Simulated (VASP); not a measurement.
# C (Fd-3m) in VASP: single point with PBEsol

Aim: the single point of C with PBEsol.

All numbers are computed with VASP 6.6.1; they aren't measurements. Logs are shortened: lines on timing, memory, paths and dates and some standing lists are left out, and cuts for length are marked.

### 1 The cell of the first run

Symmetry: Fd-3m, No. 227, cubic system. The conventional cell has a = 3.554 Å, b = 3.554 Å, c = 3.554 Å, α = 90.00°, β = 90.00°, γ = 90.00°. C (site symmetry -43m) has 4 C at 1.54 Å within 2.1 Å.

### 2 Single point, PBEsol

INCAR reads:

```
SYSTEM = C
  PREC = Accurate
  ENCUT = 1300
  EDIFF = 1E-6
  ISMEAR = 0
  SIGMA = 0.02
  LREAL = .False.
  LASPH = .True.
  NELM = 120
  ALGO = Normal
  ISIF = 2
  LWAVE = .False.
  LCHARG = .False.
  GGA = PS
  NBANDS = 21
  GGA_COMPAT = .False.
```

KPOINTS reads:

```
regular mesh
0
Gamma
  12 12 4
  0 0 0
```

POSCAR reads:

```
C
1.0
    2.5129160133      0.0000000000      0.0000000000
   -1.2564580066      2.1762491051      0.0000000000
    0.0000000000      0.0000000000      6.1553267587
C
6
Direct
    0.0000000000      0.0000000000     -0.0000001244
    0.0000000000      0.0000000000      0.2500001244
    0.3333333333      0.6666666667      0.3333332089
    0.3333333333      0.6666666667      0.5833334577
    0.6666666667      0.3333333333      0.6666665423
    0.6666666667      0.3333333333      0.9166667911
```

Potentials or basis: VASP PAW PBE potentials, release 64 (C_h).

Command:

```bash
$ cat potpaw_PBE.64/C_h/POTCAR > POTCAR
$ mpirun -np 1 vasp_std > vasp.out
```

OUTCAR:

```text
SYSTEM = C
   PREC = Accurate
   ENCUT = 1300
   EDIFF = 1E-6
   ISMEAR = 0
   LREAL = .False.
   LASPH = .True.
   NELM = 120
   ISIF = 2
   GGA = PS

 ion  position               nearest neighbor table
   1  0.000  0.000  1.000-
   2  0.000  0.000  0.250-
   3  0.333  0.667  0.333-
   4  0.333  0.667  0.583-
   5  0.667  0.333  0.667-
   6  0.667  0.333  0.917-

  LATTYP: Found a hexagonal cell.
 ALAT       =     2.5129160133
 C/A-ratio  =     2.4494757191

  Lattice vectors:

 A1 = (   2.5129160133,   0.0000000000,   0.0000000000)
 A2 = (  -1.2564580066,   2.1762491051,   0.0000000000)
 A3 = (   0.0000000000,   0.0000000000,   6.1553267587)

Analysis of symmetry for initial positions (statically):
=====================================================================
 Subroutine PRICEL returns following result:

  LATTYP: Found a face centered cubic cell.
 ALAT       =     3.5537863427

  Lattice vectors:

 A1 = (   1.2564580065,  -0.7254163683,   2.0517755860)
 A2 = (  -0.0000000001,   1.4508327368,   2.0517755860)
 A3 = (  -1.2564580064,  -0.7254163685,   2.0517755866)

   3 primitive cells build up your supercell.

 Routine SETGRP: Setting up the symmetry group for a
 hexagonal supercell.

 Subroutine GETGRP returns: Found 12 space group operations
 (whereof  6 operations were pure point group operations)
 out of a pool of 24 trial point group operations.

The static configuration has the point symmetry C_3v.
 The point group associated with its full space group is D_3d.

Analysis of symmetry for dynamics (positions and initial velocities):
=====================================================================
 Subroutine PRICEL returns following result:

  LATTYP: Found a face centered cubic cell.
 ALAT       =     3.5537863427

  Lattice vectors:

 A1 = (   1.2564580065,  -0.7254163683,   2.0517755860)
 A2 = (  -0.0000000001,   1.4508327368,   2.0517755860)
 A3 = (  -1.2564580064,  -0.7254163685,   2.0517755866)

   3 primitive cells build up your supercell.

 Routine SETGRP: Setting up the symmetry group for a
 hexagonal supercell.

 Subroutine GETGRP returns: Found 12 space group operations
 (whereof  6 operations were pure point group operations)
 out of a pool of 24 trial point group operations.

The dynamic configuration has the point symmetry C_3v.
 The point group associated with its full space group is D_3d.

 Subroutine INISYM returns: Found 12 space group operations
 (whereof  6 operations are pure point group operations),
 and found     3 'primitive' translations

----------------------------------------------------------------------------------------

                                     Primitive cell

  volume of cell :      11.2206

  direct lattice vectors                    reciprocal lattice vectors
     1.256458007 -0.725416368  2.051775586     0.397944060 -0.229753110  0.162460912
    -0.000000000  1.450832737  2.051775586    -0.000000000  0.459506220  0.162460912
    -1.256458006 -0.725416369  2.051775587    -0.397944060 -0.229753110  0.162460912

  length of vectors
     2.512906422  2.512906422  2.512906422     0.487380256  0.487380256  0.487380256

  position of ions in fractional coordinates (direct lattice)
     0.999999876  0.999999876  0.999999876
     0.250000124  0.250000124  0.250000124

  ion indices of the primitive-cell ions
   primitive index   ion index
                 1           1
                 2           2

----------------------------------------------------------------------------------------

 KPOINTS: regular mesh

Automatic generation of k-mesh.
 Grid dimensions read from file:
 generate k-points for:   12   12    4

 Generating k-lattice:

  Cartesian coordinates                     Fractional coordinates (reciprocal lattice)
     0.033162005  0.019146092  0.000000000     0.083333333  0.000000000  0.000000000
     0.000000000  0.038292185  0.000000000     0.000000000  0.083333333  0.000000000
     0.000000000  0.000000000  0.040615228     0.000000000  0.000000000  0.250000000

  Length of vectors
     0.038292185  0.038292185  0.040615228

  Shift w.r.t. Gamma in fractional coordinates (k-lattice)
     0.000000000  0.000000000  0.000000000

 Subroutine IBZKPT returns following result:
 ===========================================

 Found     69 irreducible k-points:

 Following reciprocal coordinates:
            Coordinates               Weight
  0.000000  0.000000  0.000000      1.000000
  0.083333  0.000000  0.000000      6.000000
  0.166667  0.000000  0.000000      6.000000
  0.250000 -0.000000  0.000000      6.000000
  0.333333  0.000000  0.000000      6.000000
  0.416667  0.000000  0.000000      6.000000
[... 16 lines left out ...]
  0.166667  0.000000  0.250000      6.000000
  0.000000  0.166667  0.250000      6.000000
 [... further k-points ...]
   k-points           NKPTS =     69   k-points in BZ     NKDIM =     69   number of bands    NBANDS=     21
   number of dos      NEDOS =    301   number of ions     NIONS =      6
   total plane-waves  NPLWV =  64800
   dimension x,y,z NGX =    30 NGY =   30 NGZ =   72
   dimension x,y,z NGXF=    60 NGYF=   60 NGZF=  144
   ions per type =               6
   NGX,Y,Z   is equivalent  to a cutoff of  19.85, 19.85, 19.45 a.u.
   NGXF,Y,Z  is equivalent  to a cutoff of  39.69, 39.69, 38.89 a.u.
 SYSTEM =  C
   PREC   = accura    normal or accurate (medium, high low for compatibility)
   ISTART =      0    job   : 0-new  1-cont  2-samecut
   ICHARG =      2    charge: 1-file 2-atom 10-const
   ISPIN  =      1    spin polarized calculation?
   LNONCOLLINEAR =      F non collinear calculations
   LSORBIT =      F    spin-orbit coupling
   LASPH  =      T    aspherical Exc in radial PAW
   ENCUT  = 1300.0 eV  95.55 Ry    9.77 a.u.   7.39  7.39 18.10*2*pi/ulx,y,z
   NELM   =    120;   NELMIN=  2; NELMDL= -5     # of ELM steps
   EDIFF  = 0.1E-05   stopping-criterion for ELM
   LREAL  =      F    real-space projection
   EDIFFG = 0.1E-04   stopping-criterion for IOM
   NSW    =      0    number of steps for IOM
   IBRION =     -1    ionic relax: 0-MD 1-quasi-New 2-CG
   NFREE  =      0    steps in history (QN), initial steepest desc. (CG)
   ISIF   =      2    stress and relaxation
   ISYM   =      2    0-nonsym 1-usesym 2-fastsym
   POTIM  = 0.5000    time-step for ionic-motion
   TEBEG  =    0.0;   TEEND  =   0.0 temperature during run
   PSTRESS=    0.0 pullay stress
   NELECT =      24.0000    total number of electrons
   NUPDOWN=      -1.0000    fix difference up-down
   EMIN   =  10.00;   EMAX   =-10.00  energy-range for DOS
   EFERMI =   0.00;   METHOD = LEGACY
   ISMEAR =     0;   SIGMA  =   0.02  broadening in eV -4-tet -1-fermi 0-gaus
   EFERMI_NEDOS =   21; number of points for ismear=-14 and -15
   IALGO  =     38    algorithm
   IMIX   =      4    mixing-type and parameters
     AMIX     =   0.40;   BMIX     =  1.00
     AMIX_MAG =   1.60;   BMIX_MAG =  1.00
  volume/ion in A,a.u.               =       5.61        37.86
  Fermi-wavevector in a.u.,A,eV,Ry     =   1.462512  2.763746 29.102052  2.138940
  Thomas-Fermi vector in A             =   2.578716
   LORBIT       =      0    0 simple, 1 ext, 2 COOP (PROOUT), +10 PAW based schemes
   GGA     = PS    functional components
   LHFCALC =     F    Hartree Fock is set to
   AEXX    =    0.0000 exact exchange contribution
   IVDW    =     0    specifies the selected vdW correction
   LEPSILON=     F    determine dielectric tensor
   LRPA    =     F    only Hartree local field effects (RPA)
 non-spin polarized calculation
 Gauss-broadening in eV      SIGMA  =   0.02
  energy-cutoff  :     1300.00
  volume of cell :       33.66
 maximum number of plane-waves:      3613
 NGX is ok and might be reduce to    30
   NGX = 15   NGY = 15   NGZ = 37

 number of electron      23.9999999 magnetization

 Free energy of the ion-electron system (eV)
  ---------------------------------------------------
  ext. energy  EPLUGINS =         0.00000000
  ---------------------------------------------------
  free energy    TOTEN  =       -57.83198540 eV

  energy without entropy =      -57.83198540  energy(sigma->0) =      -57.83198540

 E-fermi :  11.2606     XC(G=0): -13.6285

 val. band max:       11.0896618204   @ k =   0.0000   0.0000   0.0000
 cond. band min:      15.1970197561   @ k =   0.0000   0.3333   0.2500
 fundamental gap:      4.1073579357
 Fermi energy:        11.2605616054

 k-point     1 :       0.0000    0.0000    0.0000
  band No.  band energies     occupation
      1     -10.5763      2.00000
      2      -7.5253      2.00000
      3      -7.5253      2.00000
      4       1.6063      2.00000
      5       1.6063      2.00000
      6       8.7373      2.00000
[... 13 lines left out ...]
     20      19.7692      0.00000
     21      19.7692      0.00000

 k-point     2 :       0.0833    0.0000    0.0000
  band No.  band energies     occupation
      1     -10.4036      2.00000
      2      -7.3591      2.00000
      3      -7.3585      2.00000
      4       1.7273      2.00000
      5       1.7334      2.00000
      6       7.5136      2.00000
[... 13 lines left out ...]
     20      20.4014      0.00000
     21      20.4718      0.00000

 k-point     3 :       0.1667    0.0000    0.0000
  band No.  band energies     occupation
      1      -9.8873      2.00000
      2      -6.8642      2.00000
      3      -6.8594      2.00000
      4       2.0506      2.00000
      5       2.1018      2.00000
      6       5.3830      2.00000
[... 13 lines left out ...]
     20      22.1314      0.00000
     21      22.2270      0.00000
[... 457 lines left out ...]
 k-point    23 :       0.1667    0.0000    0.2500
  band No.  band energies     occupation
      1      -9.6941      2.00000
      2      -8.1675      2.00000
      3      -5.2737      2.00000
      4      -0.3818      2.00000
      5       4.6632      2.00000
      6       5.8086      2.00000
[... 13 lines left out ...]
     20      21.9566      0.00000
     21      22.4162      0.00000

 k-point    24 :       0.0000    0.1667    0.2500
  band No.  band energies     occupation
      1      -9.6945      2.00000
      2      -8.1650      2.00000
      3      -5.2818      2.00000
      4      -0.3505      2.00000
      5       4.6678      2.00000
      6       5.3739      2.00000
[... 13 lines left out ...]
     20      21.8293      0.00000
     21      22.3043      0.00000

 [... further k-points ...]

------------------------ aborting loop because EDIFF is reached ----------------------------------------

  FORCE on cell =-STRESS in cart. coord.  units (eV):
  Direction    XX          YY          ZZ          XY          YZ          ZX
  --------------------------------------------------------------------------------------
  -------------------------------------------------------------------------------------
  Total        0.0286673      0.0286673      0.0288350      0.0000000      0.0000000      0.0000000
  in kB        1.3644556      1.3644556      1.3724400      0.0000000      0.0000000      0.0000000
  external PRESSURE =       1.3671171 kB  Pullay stress =       0.0000000 kB

 VOLUME and BASIS-vectors are now :
 -----------------------------------------------------------------------------
  energy-cutoff  :     1300.00
  volume of cell :       33.66
      direct lattice vectors                 reciprocal lattice vectors
     2.512916013  0.000000000  0.000000000     0.397944060  0.229753110  0.000000000
    -1.256458007  2.176249105  0.000000000     0.000000000  0.459506220  0.000000000
     0.000000000  0.000000000  6.155326759     0.000000000  0.000000000  0.162460912

 POSITION                                       TOTAL-FORCE (eV/Angst)
 -----------------------------------------------------------------------------------
      0.00000      0.00000      6.15533         0.000000      0.000000      0.000177
      0.00000      0.00000      1.53883        -0.000000      0.000000     -0.000177
     -0.00000      1.45083      2.05177         0.000000     -0.000000      0.000177
     -0.00000      1.45083      3.59061        -0.000000     -0.000000     -0.000177
      1.25646      0.72542      4.10355         0.000000      0.000000      0.000177
      1.25646      0.72542      5.64238        -0.000000     -0.000000     -0.000177
 -----------------------------------------------------------------------------------
    total drift:                               -0.000000     -0.000000      0.000000

  FREE ENERGIE OF THE ION-ELECTRON SYSTEM (eV)
  ---------------------------------------------------
  free  energy   TOTEN  =       -57.8319854031 eV

  energy  without entropy=      -57.8319854031  energy(sigma->0) =      -57.83198540
```

Run time: 1.9 min. Hardware: 1 thread of Intel Xeon Platinum 8488C (Sapphire Rapids), shared host; peak memory 0.3 GiB.

What came out:

- Free energy: -57.8320 eV
- Pressure: 0.1 GPa
- Band gap on the k mesh: 4.11 eV

Caveat: the PAW data sets were made with another functional, which shifts forces and pressure a little.
